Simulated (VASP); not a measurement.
# PbO (P4/nmm) in VASP: further runs

Aim: see how the results for PbO move with the level of theory and the settings. Levels: PBE, r2SCAN-based global hybrid with 25 % exact exchange. Tasks: single point.

Program: VASP 6.6.1. These are calculated values, not measurements. Logs are shortened: lines on timing, memory, paths and dates and some standing lists are left out, and cuts for length are marked.

**1. The cell of the first run**

Symmetry: P4/nmm, No. 129, tetragonal system. The conventional cell has a = 3.909 Å, b = 3.909 Å, c = 4.908 Å, α = 90.00°, β = 90.00°, γ = 90.00°. Pb (site symmetry 4mm) has 4 O at 2.28 Å within 3.0 Å. Within 3.0 Å of O (site symmetry -4m2) lie 4 Pb at 2.28 Å and 4 O at 2.76 Å.

**2. Single point, PBE, non-collinear spin, zero start, spin-orbit coupling**

INCAR

```
SYSTEM = PbO
  PREC = Accurate
  ENCUT = 600
  EDIFF = 1E-6
  ISMEAR = -1
  SIGMA = 0.05
  LREAL = .FALSE.
  LASPH = .TRUE.
  NELM = 200
  ALGO = Normal
  ISIF = 2
  LWAVE = .FALSE.
  LCHARG = .FALSE.
  MAGMOM = 0 0 0 0 0 0 0 0 0 0 0 0
  LORBIT = 11
  LSORBIT = .TRUE.
  GGA_COMPAT = .FALSE.
  LORBMOM = .TRUE.
  GGA = PE
  NBANDS = 54
```

KPOINTS

```
regular mesh
0
G
  7 7 6
  0 0 0
```

POSCAR

```
PbO
1.0
    3.9085485738      0.0000000000      0.0000000000
    0.0000000000      3.9085485738      0.0000000000
    0.0000000000      0.0000000000      4.9077264047
Pb O
2 2
Direct
    0.5000000000      0.0000000000      0.7600000000
    0.0000000000      0.5000000000      0.2400000000
    0.5000000000      0.5000000000      0.0000000000
    0.0000000000      0.0000000000      0.0000000000
```

Potentials or basis: VASP PAW PBE potentials, release 64 (Pb_d, O).

Launch:

```
> cat potpaw_PBE.64/Pb_d/POTCAR potpaw_PBE.64/O/POTCAR > POTCAR
> mpirun -np 1 vasp_ncl > vasp.out
```

OUTCAR:

```text
SYSTEM = PbO
   PREC = Accurate
   ENCUT = 600
   EDIFF = 1E-6
   ISMEAR = -1
   LREAL = .FALSE.
   LASPH = .TRUE.
   NELM = 200
   ISIF = 2
   LORBIT = 11
   LSORBIT = .TRUE.
   GGA = PE

 ion  position               nearest neighbor table
   1  0.500  0.000  0.760-   3 2.28   4 2.28   3 2.28   4 2.28   2 3.63   2 3.63   2 3.63   2 3.63
                             2 3.76   2 3.76   2 3.76   2 3.76
   2  0.000  0.500  0.240-   3 2.28   4 2.28   4 2.28   3 2.28   1 3.63   1 3.63   1 3.63   1 3.63
                             1 3.76   1 3.76   1 3.76   1 3.76
   3  0.500  0.500  0.000-   1 2.28   2 2.28   1 2.28   2 2.28
   4  0.000  0.000  0.000-   1 2.28   2 2.28   2 2.28   1 2.28

  LATTYP: Found a simple tetragonal cell.
 ALAT       =     3.9085485738
 C/A-ratio  =     1.2556390977

  Lattice vectors:

 A1 = (   3.9085485738,   0.0000000000,   0.0000000000)
 A2 = (   0.0000000000,   3.9085485738,   0.0000000000)
 A3 = (   0.0000000000,   0.0000000000,   4.9077264047)

Analysis of symmetry for initial positions (statically):
=====================================================================
 Subroutine PRICEL returns:
 Original cell was already a primitive cell.

 Routine SETGRP: Setting up the symmetry group for a
 simple tetragonal supercell.

 Subroutine GETGRP returns: Found 16 space group operations
 (whereof  8 operations were pure point group operations)
 out of a pool of 16 trial point group operations.

The static configuration has the point symmetry D_2d.
 The point group associated with its full space group is D_4h.

Analysis of symmetry for dynamics (positions and initial velocities):
=====================================================================
 Subroutine PRICEL returns:
 Original cell was already a primitive cell.

 Routine SETGRP: Setting up the symmetry group for a
 simple tetragonal supercell.

 Subroutine GETGRP returns: Found 16 space group operations
 (whereof  8 operations were pure point group operations)
 out of a pool of 16 trial point group operations.

The dynamic configuration has the point symmetry D_2d.
 The point group associated with its full space group is D_4h.

Analysis of structural, dynamic, and magnetic symmetry:
=====================================================================
 Subroutine PRICEL returns:
 Original cell was already a primitive cell.

 Routine SETGRP: Setting up the symmetry group for a
 simple tetragonal supercell.

 Subroutine GETGRP returns: Found 16 space group operations
 (whereof  8 operations were pure point group operations)
 out of a pool of 16 trial point group operations.

The overall configuration has the point symmetry D_2d.
 The point group associated with its full space group is D_4h.

 Subroutine INISYM returns: Found 16 space group operations
 (whereof  8 operations are pure point group operations),
 and found     1 'primitive' translations

----------------------------------------------------------------------------------------

                                     Primitive cell

  volume of cell :      74.9741

  direct lattice vectors                    reciprocal lattice vectors
     3.908548574  0.000000000  0.000000000     0.255849449  0.000000000  0.000000000
     0.000000000  3.908548574  0.000000000     0.000000000  0.255849449  0.000000000
     0.000000000  0.000000000  4.907726405     0.000000000  0.000000000  0.203760340

  length of vectors
     3.908548574  3.908548574  4.907726405     0.255849449  0.255849449  0.203760340

  position of ions in fractional coordinates (direct lattice)
     0.500000000  0.000000000  0.760000000
     0.000000000  0.500000000  0.240000000
     0.500000000  0.500000000  0.000000000
     0.000000000  0.000000000  0.000000000

  ion indices of the primitive-cell ions
   primitive index   ion index
                 1           1
                 2           2
                 3           3
                 4           4

----------------------------------------------------------------------------------------

 KPOINTS: regular mesh

Automatic generation of k-mesh.
 Grid dimensions read from file:
 generate k-points for:    7    7    6

 Generating k-lattice:
[... 114 lines left out ...]

 E-fermi :   6.4815     XC(G=0): -10.1408

 val. band max:        5.8381151221   @ k =   0.0000   0.0000   0.0000
 cond. band min:       7.1088540084   @ k =   0.4286   0.4286   0.0000
 fundamental gap:      1.2707388863
 Fermi energy:         6.4814577011

 k-point     1 :       0.0000    0.0000    0.0000
  band No.  band energies     occupation
      1     -13.1134      1.00000
      2     -13.1134      1.00000
      3     -12.6620      1.00000
      4     -12.6620      1.00000
      5     -11.6857      1.00000
      6     -11.6857      1.00000
[... 1309 lines left out ...]
     51      13.7033      0.00000
     52      13.7033      0.00000

 [... further k-points ...]

 [bands above 52 left out]

------------------------ aborting loop because EDIFF is reached ----------------------------------------

  FORCE on cell =-STRESS in cart. coord.  units (eV):
  Direction    XX          YY          ZZ          XY          YZ          ZX
  --------------------------------------------------------------------------------------
  -------------------------------------------------------------------------------------
  Total        4.5315783      4.5315783      3.6312274      0.0000000      0.0000000      0.0000000
  in kB       96.8386445     96.8386445     77.5983816      0.0000000      0.0000000      0.0000000
  external PRESSURE =      90.4252236 kB  Pullay stress =       0.0000000 kB

 VOLUME and BASIS-vectors are now :
 -----------------------------------------------------------------------------
  energy-cutoff  :      600.00
  volume of cell :       74.97
      direct lattice vectors                 reciprocal lattice vectors
     3.908548574  0.000000000  0.000000000     0.255849449  0.000000000  0.000000000
     0.000000000  3.908548574  0.000000000     0.000000000  0.255849449  0.000000000
     0.000000000  0.000000000  4.907726405     0.000000000  0.000000000  0.203760340

 POSITION                                       TOTAL-FORCE (eV/Angst)
 -----------------------------------------------------------------------------------
      1.95427      0.00000      3.72987        -0.000000      0.000000     -0.929574
      0.00000      1.95427      1.17785         0.000000      0.000000      0.929574
      1.95427      1.95427      0.00000         0.000000     -0.000000      0.000000
      0.00000      0.00000      0.00000         0.000000      0.000000      0.000000
 -----------------------------------------------------------------------------------
    total drift:                                0.000000     -0.000000      0.000000

  FREE ENERGIE OF THE ION-ELECTRON SYSTEM (eV)
  ---------------------------------------------------
  free  energy   TOTEN  =       -22.0162236864 eV

  energy  without entropy=      -22.0162235451  energy(sigma->0) =      -22.01622362

 orbital moment (x)

 # of ion     p       d       tot
 ----------------------------------------
  1         0.000  -0.000  -0.000
  2         0.000  -0.000  -0.000
  3         0.000   0.000   0.000
  4         0.000   0.000   0.000
 ----------------------------------------
            0.000  -0.000  -0.000

 orbital moment (y)

 # of ion     p       d       tot
 ----------------------------------------
  1         0.000  -0.000   0.000
  2         0.000   0.000   0.000
  3        -0.000   0.000  -0.000
  4        -0.000   0.000  -0.000
 ----------------------------------------
            0.000  -0.000   0.000

 orbital moment (z)

 # of ion     p       d       tot
 ----------------------------------------
  1         0.000   0.000   0.000
  2         0.000  -0.000  -0.000
  3         0.000   0.000   0.000
  4         0.000   0.000   0.000
 ----------------------------------------
            0.000  -0.000  -0.000

 Spin-Orbit-Coupling matrix elements

 Ion:    1  E_soc:     -0.7823320
 l=   1
     0.0000000    -0.0679045    -0.0560923
    -0.0679045     0.0000000    -0.0679045
    -0.0560923    -0.0679045     0.0000000
 l=   2
     0.0000000    -0.0133851     0.0000000    -0.0133851    -0.0524159
    -0.0133851     0.0000000    -0.0404863    -0.0129073    -0.0130993
     0.0000000    -0.0404863     0.0000000    -0.0404863     0.0000000
    -0.0133851    -0.0129073    -0.0404863     0.0000000    -0.0130993
    -0.0524159    -0.0130993     0.0000000    -0.0130993     0.0000000
 l=   3
     0.0000000     0.0000000     0.0000000     0.0000000     0.0000000     0.0000000     0.0000000
     0.0000000     0.0000000     0.0000000     0.0000000     0.0000000     0.0000000     0.0000000
     0.0000000     0.0000000     0.0000000     0.0000000     0.0000000     0.0000000     0.0000000
     0.0000000     0.0000000     0.0000000     0.0000000     0.0000000     0.0000000     0.0000000
[... 49 lines left out ...]
 l=   2
     0.0000000     0.0000000     0.0000000     0.0000000     0.0000000
     0.0000000     0.0000000     0.0000000     0.0000000     0.0000000
     0.0000000     0.0000000     0.0000000     0.0000000     0.0000000
     0.0000000     0.0000000     0.0000000     0.0000000     0.0000000
     0.0000000     0.0000000     0.0000000     0.0000000     0.0000000
 l=   3
     0.0000000     0.0000000     0.0000000     0.0000000     0.0000000     0.0000000     0.0000000
     0.0000000     0.0000000     0.0000000     0.0000000     0.0000000     0.0000000     0.0000000
     0.0000000     0.0000000     0.0000000     0.0000000     0.0000000     0.0000000     0.0000000
     0.0000000     0.0000000     0.0000000     0.0000000     0.0000000     0.0000000     0.0000000
     0.0000000     0.0000000     0.0000000     0.0000000     0.0000000     0.0000000     0.0000000
     0.0000000     0.0000000     0.0000000     0.0000000     0.0000000     0.0000000     0.0000000
     0.0000000     0.0000000     0.0000000     0.0000000     0.0000000     0.0000000     0.0000000

 total charge

# of ion       s       p       d       tot
------------------------------------------
    1        1.365   0.674   9.892  11.930
    2        1.365   0.674   9.892  11.930
    3        1.578   3.415   0.000   4.993
    4        1.578   3.415   0.000   4.993
--------------------------------------------------
tot          5.886   8.177  19.783  33.846

 magnetization (x)

# of ion       s       p       d       tot
------------------------------------------
    1        0.000   0.000   0.000   0.000
    2        0.000   0.000   0.000   0.000
    3        0.000  -0.000   0.000  -0.000
    4        0.000  -0.000   0.000  -0.000
--------------------------------------------------
tot          0.000  -0.000   0.000  -0.000

 magnetization (y)

# of ion       s       p       d       tot
------------------------------------------
    1        0.000   0.000   0.000   0.000
    2        0.000   0.000   0.000   0.000
    3        0.000   0.000   0.000   0.000
    4        0.000   0.000   0.000   0.000
--------------------------------------------------
tot          0.000   0.000   0.000   0.000

 magnetization (z)

# of ion       s       p       d       tot
------------------------------------------
    1        0.000   0.000   0.000   0.000
    2        0.000   0.000   0.000   0.000
    3        0.000  -0.000   0.000  -0.000
    4       -0.000  -0.000   0.000  -0.000
--------------------------------------------------
tot         -0.000  -0.000   0.000  -0.000
```

Wall time 9.2 min (1 thread of Oxide Virtual Turin-like, shared host); peak memory 0.49 GiB.

Results:

```
Free energy                                           : -22.0162 eV
Pressure                                              : 9.0 GPa
Largest force                                         : 0.930 eV/Å
Net moment                                            : 0.00 μB per cell
Valence electrons inside the program's atomic spheres : Pb 11.93; O 4.99
```

Forces on the atoms (eV/Å):
```
Pb   0.000  0.000 -0.930
Pb   0.000  0.000  0.930
O    0.000  0.000  0.000
O    0.000  0.000  0.000
```

Stress tensor (GPa, compression positive):
```
9.68 0.00 0.00
0.00 9.68 0.00
0.00 0.00 7.76
```

Moments on the atoms (μB; x, y, z):
```
Pb  0.00 0.00 0.00
Pb  0.00 0.00 0.00
O   0.00 0.00 0.00
O   0.00 0.00 0.00
```

Caveat: the cell stands under pressure.

**3. Single point, r2SCAN-based global hybrid with 25 % exact exchange**

This run uses another cell than the first one, of 19.94 Å³/atom.

POSCAR

```
PbO
1.0
    3.9900000000      0.0000000000      0.0000000000
    0.0000000000      3.9900000000      0.0000000000
    0.0000000000      0.0000000000      5.0100000000
Pb O
2 2
Direct
    0.5000000000      0.0000000000      0.7600000000
    0.0000000000      0.5000000000      0.2400000000
    0.5000000000      0.5000000000      0.0000000000
    0.0000000000      0.0000000000      0.0000000000
```

INCAR.step1

```
SYSTEM = PbO
  PREC = Accurate
  ENCUT = 580
  EDIFF = 1E-5
  ISMEAR = -1
  SIGMA = 0.05
  LREAL = .False.
  LASPH = .True.
  NELM = 120
  ALGO = Normal
  ISIF = 2
  LWAVE = .True.
  LCHARG = .False.
  NBANDS = 28
  GGA = PE
  GGA_COMPAT = .False.
```

INCAR.step2

```
SYSTEM = PbO
  PREC = Accurate
  ENCUT = 580
  EDIFF = 1E-6
  ISMEAR = -1
  SIGMA = 0.05
  LREAL = .False.
  LASPH = .True.
  NELM = 120
  ALGO = Normal
  ISIF = 2
  LWAVE = .False.
  LCHARG = .False.
  METAGGA = R2SCAN
  LHFCALC = .True.
  AEXX = 0.25
  LMIXTAU = .True.
  PRECFOCK = Normal
  NBANDS = 28
  ISTART = 1
  GGA_COMPAT = .False.
```

KPOINTS

```
Automatic mesh
0
Gamma
  4 4 3
  0 0 0
```

Potentials or basis: VASP PAW PBE potentials, release 64 (Pb_d, O).

Launch:

```
> cat potpaw_PBE.64/Pb_d/POTCAR potpaw_PBE.64/O/POTCAR > POTCAR
> cp INCAR.step1 INCAR
> mpirun -np 1 vasp_std > vasp.out
> cp INCAR.step2 INCAR
> mpirun -np 1 vasp_std > vasp.out
```

OUTCAR:

```text
SYSTEM = PbO
   PREC = Accurate
   ENCUT = 580
   EDIFF = 1E-6
   ISMEAR = -1
   LREAL = .False.
   LASPH = .True.
   NELM = 120
   ISIF = 2
   METAGGA = R2SCAN
   LHFCALC = .True.
   AEXX = 0.25
   PRECFOCK = Normal
   ISTART = 1

 ion  position               nearest neighbor table
   1  0.500  0.000  0.760-   3 2.33   4 2.33   3 2.33   4 2.33   2 3.71   2 3.71   2 3.71   2 3.71
                             2 3.84   2 3.84   2 3.84   2 3.84
[... 572 lines left out ...]
  Direction    XX          YY          ZZ          XY          YZ          ZX
  --------------------------------------------------------------------------------------
  -------------------------------------------------------------------------------------
  Total       -1.2331383     -1.2331383     -1.1461450      0.0000000      0.0000000      0.0000000
  in kB      -24.7707322    -24.7707322    -23.0232499      0.0000000      0.0000000      0.0000000
  external PRESSURE =     -24.1882381 kB  Pullay stress =       0.0000000 kB

 VOLUME and BASIS-vectors are now :
 -----------------------------------------------------------------------------
  energy-cutoff  :      580.00
  volume of cell :       79.76
      direct lattice vectors                 reciprocal lattice vectors
     3.990000000  0.000000000  0.000000000     0.250626566  0.000000000  0.000000000
     0.000000000  3.990000000  0.000000000     0.000000000  0.250626566  0.000000000
     0.000000000  0.000000000  5.010000000     0.000000000  0.000000000  0.199600798

 POSITION                                       TOTAL-FORCE (eV/Angst)
 -----------------------------------------------------------------------------------
      1.99500      0.00000      3.80760         0.000000     -0.000000      0.747396
      0.00000      1.99500      1.20240        -0.000000      0.000000     -0.747396
      1.99500      1.99500      0.00000         0.000000      0.000000      0.000000
      0.00000      0.00000      0.00000         0.000000     -0.000000      0.000000
 -----------------------------------------------------------------------------------
    total drift:                                0.000001      0.000001     -0.000007

  FREE ENERGIE OF THE ION-ELECTRON SYSTEM (eV)
  ---------------------------------------------------
  free  energy   TOTEN  =      -110.4188314190 eV

  energy  without entropy=     -110.4188314190  energy(sigma->0) =     -110.41883142
```

OSZICAR.step1:

```text
N       E                     dE             d eps       ncg     rms          rms(c)
DAV:   1     0.489426052214E+03    0.48943E+03   -0.20913E+04   672   0.186E+03
DAV:   2     0.405615008400E+02   -0.44886E+03   -0.43038E+03   696   0.481E+02
DAV:   3    -0.232202459699E+02   -0.63782E+02   -0.62396E+02   860   0.191E+02
DAV:   4    -0.260145366193E+02   -0.27943E+01   -0.27817E+01   776   0.411E+01
DAV:   5    -0.261018786789E+02   -0.87342E-01   -0.87331E-01   740   0.783E+00    0.124E+01
DAV:   6    -0.216388842650E+02    0.44630E+01   -0.23889E+01   988   0.393E+01    0.547E+00
DAV:   7    -0.214654097241E+02    0.17347E+00   -0.28921E+00   824   0.123E+01    0.248E+00
DAV:   8    -0.214437979155E+02    0.21612E-01   -0.50370E-01   704   0.466E+00    0.783E-01
DAV:   9    -0.214350693725E+02    0.87285E-02   -0.51650E-02  1100   0.183E+00    0.274E-01
DAV:  10    -0.214362505219E+02   -0.11811E-02   -0.11286E-02   784   0.745E-01    0.899E-02
DAV:  11    -0.214360833116E+02    0.16721E-03   -0.20280E-03  1032   0.364E-01    0.623E-02
DAV:  12    -0.214360458373E+02    0.37474E-04   -0.29070E-04   956   0.159E-01    0.189E-02
DAV:  13    -0.214360434503E+02    0.23870E-05   -0.39053E-05   632   0.428E-02
   1 F= -.21436043E+02 E0= -.21436043E+02  d E =-.716571E-06
```

It took 69 min on 1 thread of Oxide Virtual Turin-like, shared host; peak memory 0.22 GiB.

Results:

* Free energy: -110.4188 eV
* Pressure: -2.4 GPa
* Largest force: 0.747 eV/Å
* Band gap on the k mesh: 2.75 eV (least direct gap 4.24 eV)

Forces in eV/Å, atoms in the order of the input:
```
Pb   0.000  0.000  0.747
Pb   0.000  0.000 -0.747
O    0.000  0.000  0.000
O    0.000  0.000  0.000
```

Stress tensor (GPa, compression positive):
```
-2.48  0.00  0.00
 0.00 -2.48  0.00
 0.00  0.00 -2.30
```

Levels at points of the mesh, in eV from the valence-band top:
```tsv
k point	band 16	band 17	band 18	band 19	band 20	band 21	band 22	band 23	band 24	band 25
(0.00, 0.00, 0.00)	-4.98	-2.26	-2.17	-2.17	0.00	4.31	7.52	7.52	7.56	8.78
(0.50, 0.00, 0.00)	-3.81	-3.63	-3.63	-1.98	-1.98	5.21	5.21	8.77	8.77	8.87
(0.50, 0.50, 0.00)	-4.08	-1.92	-1.92	-1.49	-1.49	2.75	2.75	7.13	7.13	10.25
```

Caveat: the PAW data sets were made with another functional, which shifts forces and pressure a little; spin-orbit coupling is left out, which moves the levels of the heavy elements.
